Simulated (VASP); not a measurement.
# Ti3Sn (Fm-3m) in VASP: single point with LDA

Aim: the single point of Ti3Sn with LDA.

All numbers are computed with VASP 6.6.1; they aren't measurements. Logs are shortened: lines on timing, memory, paths and dates and some standing lists are left out, and cuts for length are marked.

### Step 1. The cell of the first run

It takes space group Fm-3m (No. 225, cubic). Conventional cell: a = 6.610 Å, b = 6.610 Å, c = 6.610 Å, α = 90.00°, β = 90.00°, γ = 90.00°. Ti (site symmetry -43m) has 10 Ti at 2.86 to 3.31 Å and 4 Sn at 2.86 Å within 3.8 Å. Within 3.8 Å of Ti (site symmetry m-3m) lie 8 Ti at 2.86 Å and 6 Sn at 3.31 Å. Sn (site symmetry m-3m) has 14 Ti at 2.86 to 3.31 Å within 3.8 Å.

### Step 2. Single point, LDA

INCAR reads:

```
  ALGO = Normal
  EDIFF = 1E-6
  ENCUT = 500
  GGA = CA
  GGA_COMPAT = F
  ISIF = 2
  ISMEAR = 0
  LASPH = T
  LCHARG = T
  LELF = T
  LREAL = F
  LVHAR = T
  LWAVE = F
  NBANDS = 33
  NELM = 120
  PREC = Accurate
  SIGMA = 0.1
```

KPOINTS reads:

```
k-points
0
Gamma
  6 6 6
```

POSCAR reads:

```
Ti3Sn
1.0
    0.0000000000      3.3052000000      3.3052000000
    3.3052000000      0.0000000000      3.3052000000
    3.3052000000      3.3052000000      0.0000000000
Ti Sn
3 1
Direct
    0.7500000000      0.7500000000      0.7500000000
    0.2500000000      0.2500000000      0.2500000000
    0.0000000000      0.0000000000      0.0000000000
    0.5000000000      0.5000000000      0.5000000000
```

Potentials or basis: VASP PAW LDA potentials, release 64 (Ti_sv, Sn_d).

Launch:

```bash
$ cat potpaw_LDA.64/Ti_sv/POTCAR potpaw_LDA.64/Sn_d/POTCAR > POTCAR
$ mpirun -np 1 vasp_std > vasp.out
```

OUTCAR:

```text
EDIFF = 1E-6
   ENCUT = 500
   GGA = CA
   ISIF = 2
   ISMEAR = 0
   LASPH = T
   LREAL = F
   NELM = 120
   PREC = Accurate

 ion  position               nearest neighbor table
   1  0.750  0.750  0.750-   3 2.86   4 2.86   4 2.86   4 2.86   4 2.86   3 2.86   3 2.86   3 2.86

   2  0.250  0.250  0.250-   3 2.86   4 2.86   3 2.86   3 2.86   3 2.86   4 2.86   4 2.86   4 2.86

   3  0.000  0.000  0.000-   1 2.86   2 2.86   1 2.86   1 2.86   1 2.86   2 2.86   2 2.86   2 2.86
                             4 3.31   4 3.31   4 3.31   4 3.31   4 3.31   4 3.31
   4  0.500  0.500  0.500-   1 2.86   2 2.86   2 2.86   2 2.86   2 2.86   1 2.86   1 2.86   1 2.86
                             3 3.31   3 3.31   3 3.31   3 3.31   3 3.31   3 3.31

  LATTYP: Found a face centered cubic cell.
 ALAT       =     6.6104000000

  Lattice vectors:

 A1 = (   0.0000000000,   3.3052000000,   3.3052000000)
 A2 = (   3.3052000000,   0.0000000000,   3.3052000000)
 A3 = (   3.3052000000,   3.3052000000,   0.0000000000)

Analysis of symmetry for initial positions (statically):
=====================================================================
 Subroutine PRICEL returns:
 Original cell was already a primitive cell.

 Routine SETGRP: Setting up the symmetry group for a
 face centered cubic supercell.

 Subroutine GETGRP returns: Found 48 space group operations
 (whereof 48 operations were pure point group operations)
 out of a pool of 48 trial point group operations.

The static configuration has the point symmetry O_h .

Analysis of symmetry for dynamics (positions and initial velocities):
=====================================================================
 Subroutine PRICEL returns:
 Original cell was already a primitive cell.

 Routine SETGRP: Setting up the symmetry group for a
 face centered cubic supercell.

 Subroutine GETGRP returns: Found 48 space group operations
 (whereof 48 operations were pure point group operations)
 out of a pool of 48 trial point group operations.

The dynamic configuration has the point symmetry O_h .

 Subroutine INISYM returns: Found 48 space group operations
 (whereof 48 operations are pure point group operations),
 and found     1 'primitive' translations

----------------------------------------------------------------------------------------

                                     Primitive cell

  volume of cell :      72.2143

  direct lattice vectors                    reciprocal lattice vectors
     0.000000000  3.305200000  3.305200000    -0.151276776  0.151276776  0.151276776
     3.305200000  0.000000000  3.305200000     0.151276776 -0.151276776  0.151276776
     3.305200000  3.305200000  0.000000000     0.151276776  0.151276776 -0.151276776

  length of vectors
     4.674258666  4.674258666  4.674258666     0.262019062  0.262019062  0.262019062

  position of ions in fractional coordinates (direct lattice)
     0.750000000  0.750000000  0.750000000
     0.250000000  0.250000000  0.250000000
     0.000000000  0.000000000  0.000000000
     0.500000000  0.500000000  0.500000000

  ion indices of the primitive-cell ions
   primitive index   ion index
                 1           1
                 2           2
                 3           3
                 4           4

----------------------------------------------------------------------------------------

 KPOINTS: k-points

Automatic generation of k-mesh.
 Grid dimensions read from file:
 generate k-points for:    6    6    6

 Generating k-lattice:

  Cartesian coordinates                     Fractional coordinates (reciprocal lattice)
    -0.025212796  0.025212796  0.025212796     0.166666667  0.000000000  0.000000000
     0.025212796 -0.025212796  0.025212796     0.000000000  0.166666667  0.000000000
     0.025212796  0.025212796 -0.025212796     0.000000000  0.000000000  0.166666667

  Length of vectors
     0.043669844  0.043669844  0.043669844

  Shift w.r.t. Gamma in fractional coordinates (k-lattice)
     0.000000000  0.000000000  0.000000000

 Subroutine IBZKPT returns following result:
 ===========================================

 Found     16 irreducible k-points:

 Following reciprocal coordinates:
            Coordinates               Weight
  0.000000  0.000000  0.000000      1.000000
  0.166667  0.000000  0.000000      8.000000
  0.333333  0.000000  0.000000      8.000000
  0.500000  0.000000  0.000000      4.000000
  0.166667  0.166667  0.000000      6.000000
  0.333333  0.166667  0.000000     24.000000
[... 8 lines left out ...]
 -0.333333  0.333333  0.166667     24.000000
 -0.333333  0.500000  0.166667     12.000000
   k-points           NKPTS =     16   k-points in BZ     NKDIM =     16   number of bands    NBANDS=     33
   number of dos      NEDOS =    301   number of ions     NIONS =      4
   total plane-waves  NPLWV =  46656
   dimension x,y,z NGX =    36 NGY =   36 NGZ =   36
   dimension x,y,z NGXF=    72 NGYF=   72 NGZF=   72
   ions per type =               3   1
   NGX,Y,Z   is equivalent  to a cutoff of  12.80, 12.80, 12.80 a.u.
   NGXF,Y,Z  is equivalent  to a cutoff of  25.61, 25.61, 25.61 a.u.
 SYSTEM =  unknown system
   PREC   = accura    normal or accurate (medium, high low for compatibility)
   ISTART =      0    job   : 0-new  1-cont  2-samecut
   ICHARG =      2    charge: 1-file 2-atom 10-const
   ISPIN  =      1    spin polarized calculation?
   LNONCOLLINEAR =      F non collinear calculations
   LSORBIT =      F    spin-orbit coupling
   LASPH  =      T    aspherical Exc in radial PAW
   ENCUT  =  500.0 eV  36.75 Ry    6.06 a.u.   8.52  8.52  8.52*2*pi/ulx,y,z
   NELM   =    120;   NELMIN=  2; NELMDL= -5     # of ELM steps
   EDIFF  = 0.1E-05   stopping-criterion for ELM
   LREAL  =      F    real-space projection
   EDIFFG = 0.1E-04   stopping-criterion for IOM
   NSW    =      0    number of steps for IOM
   IBRION =     -1    ionic relax: 0-MD 1-quasi-New 2-CG
   NFREE  =      0    steps in history (QN), initial steepest desc. (CG)
   ISIF   =      2    stress and relaxation
   ISYM   =      2    0-nonsym 1-usesym 2-fastsym
   POTIM  = 0.5000    time-step for ionic-motion
   TEBEG  =    0.0;   TEEND  =   0.0 temperature during run
   PSTRESS=    0.0 pullay stress
   NELECT =      50.0000    total number of electrons
   NUPDOWN=      -1.0000    fix difference up-down
   EMIN   =  10.00;   EMAX   =-10.00  energy-range for DOS
   EFERMI =   0.00;   METHOD = LEGACY
   ISMEAR =     0;   SIGMA  =   0.10  broadening in eV -4-tet -1-fermi 0-gaus
   EFERMI_NEDOS =   21; number of points for ismear=-14 and -15
   IALGO  =     38    algorithm
   IMIX   =      4    mixing-type and parameters
     AMIX     =   0.40;   BMIX     =  1.00
     AMIX_MAG =   1.60;   BMIX_MAG =  1.00
  volume/ion in A,a.u.               =      18.05       121.83
  Fermi-wavevector in a.u.,A,eV,Ry     =   1.448295  2.736881 28.539022  2.097559
  Thomas-Fermi vector in A             =   2.566152
   LORBIT       =      0    0 simple, 1 ext, 2 COOP (PROOUT), +10 PAW based schemes
   GGA     = CA    functional components
   LHFCALC =     F    Hartree Fock is set to
   AEXX    =    0.0000 exact exchange contribution
   IVDW    =     0    specifies the selected vdW correction
   LEPSILON=     F    determine dielectric tensor
   LRPA    =     F    only Hartree local field effects (RPA)
 non-spin polarized calculation
 Gauss-broadening in eV      SIGMA  =   0.10
  energy-cutoff  :      500.00
  volume of cell :       72.21
 maximum number of plane-waves:      1853
 NGX is ok and might be reduce to    36
   NGX = 17   NGY = 17   NGZ = 17

 number of electron      49.9999985 magnetization

 Free energy of the ion-electron system (eV)
  ---------------------------------------------------
  ext. energy  EPLUGINS =         0.00000000
  ---------------------------------------------------
  free energy    TOTEN  =       -30.96715300 eV

  energy without entropy =      -30.92400569  energy(sigma->0) =      -30.94557934

 E-fermi :   9.0194     XC(G=0): -11.8689

 val. band max:        8.9873577329   @ k =   0.3333   0.1667   0.0000
 cond. band min:       9.0412002320   @ k =  -0.1667   0.1667   0.0000
 fundamental gap:      0.0538424991
 Fermi energy:         9.0193617844

 k-point     1 :       0.0000    0.0000    0.0000
  band No.  band energies     occupation
      1     -47.0185      2.00000
      2     -46.9768      2.00000
      3     -46.6242      2.00000
      4     -23.7048      2.00000
      5     -23.7048      2.00000
      6     -23.7048      2.00000
[... 25 lines left out ...]
     32      11.6512      0.00000
     33      11.7188      0.00000

 k-point     2 :       0.1667    0.0000    0.0000
  band No.  band energies     occupation
      1     -47.0141      2.00000
      2     -46.9787      2.00000
      3     -46.6268      2.00000
      4     -23.7318      2.00000
      5     -23.7162      2.00000
      6     -23.7162      2.00000
[... 25 lines left out ...]
     32      11.6290      0.00000
     33      11.7427      0.00000

 k-point     3 :       0.3333    0.0000    0.0000
  band No.  band energies     occupation
      1     -47.0038      2.00000
      2     -46.9839      2.00000
      3     -46.6320      2.00000
      4     -23.7329      2.00000
      5     -23.7323      2.00000
      6     -23.7323      2.00000
[... 25 lines left out ...]
     32      11.5440      0.00000
     33      11.5444      0.00000

 k-point     4 :       0.5000    0.0000    0.0000
  band No.  band energies     occupation
      1     -46.9943      2.00000
      2     -46.9908      2.00000
      3     -46.6347      2.00000
      4     -23.7389      2.00000
      5     -23.7389      2.00000
      6     -23.7154      2.00000
[... 385 lines left out ...]
     32      11.6189      0.00000
     33      11.7355      0.00000

 k-point    15 :      -0.3333    0.3333    0.1667
  band No.  band energies     occupation
      1     -46.9915      2.00000
      2     -46.9906      2.00000
      3     -46.6376      2.00000
      4     -23.8021      2.00000
      5     -23.7375      2.00000
      6     -23.7205      2.00000
[... 25 lines left out ...]
     32      11.3801      0.00000
     33      11.6671      0.00000

 k-point    16 :      -0.3333    0.5000    0.1667
  band No.  band energies     occupation
      1     -46.9929      2.00000
      2     -46.9883      2.00000
      3     -46.6385      2.00000
      4     -23.8164      2.00000
      5     -23.7658      2.00000
      6     -23.7227      2.00000
[... 25 lines left out ...]
     32      11.2486      0.00000
     33      11.5062      0.00000

------------------------ aborting loop because EDIFF is reached ----------------------------------------

  FORCE on cell =-STRESS in cart. coord.  units (eV):
  Direction    XX          YY          ZZ          XY          YZ          ZX
  --------------------------------------------------------------------------------------
  -------------------------------------------------------------------------------------
  Total       -4.0409920     -4.0409920     -4.0409920      0.0000000      0.0000000     -0.0000000
  in kB      -89.6551720    -89.6551720    -89.6551720      0.0000000      0.0000000     -0.0000000
  external PRESSURE =     -89.6551720 kB  Pullay stress =       0.0000000 kB

 VOLUME and BASIS-vectors are now :
 -----------------------------------------------------------------------------
  energy-cutoff  :      500.00
  volume of cell :       72.21
      direct lattice vectors                 reciprocal lattice vectors
     0.000000000  3.305200000  3.305200000    -0.151276776  0.151276776  0.151276776
     3.305200000  0.000000000  3.305200000     0.151276776 -0.151276776  0.151276776
     3.305200000  3.305200000  0.000000000     0.151276776  0.151276776 -0.151276776

 POSITION                                       TOTAL-FORCE (eV/Angst)
 -----------------------------------------------------------------------------------
      4.95780      4.95780      4.95780         0.000000      0.000000      0.000000
      1.65260      1.65260      1.65260        -0.000000     -0.000000     -0.000000
      0.00000      0.00000      0.00000        -0.000000      0.000000      0.000000
      3.30520      3.30520      3.30520        -0.000000      0.000000      0.000000
 -----------------------------------------------------------------------------------
    total drift:                                0.000000      0.000000      0.000000

  FREE ENERGIE OF THE ION-ELECTRON SYSTEM (eV)
  ---------------------------------------------------
  free  energy   TOTEN  =       -30.9671529962 eV

  energy  without entropy=      -30.9240056866  energy(sigma->0) =      -30.94557934
```

Wall time 58 s (1 thread of AMD EPYC 7R43 (Zen 3), shared host); peak memory 0.14 GiB.

What came out:

```
Free energy            : -30.9672 eV
Pressure               : -9.0 GPa
Band gap on the k mesh : zero (bands 25 and 26 overlap by 0.26 eV)
```

Caveat: the cell stands under tension; spin-orbit coupling is left out, which moves the levels of the heavy elements.
